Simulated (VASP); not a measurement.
Crystal: Ta.

```
Ta
1.0
     2.86010    0.00000    0.00000
    -0.95337    2.69653    0.00000
    -0.95337   -1.34826    2.33526
Ta
1
Direct
  0.00000 0.00000 0.00000
```

- Program: VASP 6.6.1
- Task: relaxation of volume and atoms at fixed shape
- Functional: PBE
- Potentials or basis: VASP PAW PBE potentials, release 64 (Ta_pv)
- Cutoff: 600 eV
- k mesh: 9 × 9 × 9
- Occupations: gaussian, width 0.02 eV
- Spin: no spin polarisation

At the start: pressure 3.2 GPa; volume 18.01 Å³/atom.

Q: How do energy, volume and symmetry change on relaxing?

A: Over 3 steps the energy falls by 3.5 meV/atom and the volume is 18.36 Å³/atom (+1.9 %); space group Im-3m (No. 229, to 0.1 Å) before and after.

Step by step:
```
step  energy change (eV)  largest force (eV/Å)  pressure (GPa)  volume (Å³)
   1              0.0000                0.0000            3.22        18.01
   2              0.0071                0.0000           -5.54        18.97
   3             -0.0035                0.0000            0.11        18.36
```

Final structure:
```xyz
1
Lattice="2.8785 0.0000 0.0000 -0.9595 2.7139 0.0000 -0.9595 -1.3570 2.3503" Properties=species:S:1:pos:R:3 pbc="T T T"
Ta    0.0000    0.0000    0.0000
```
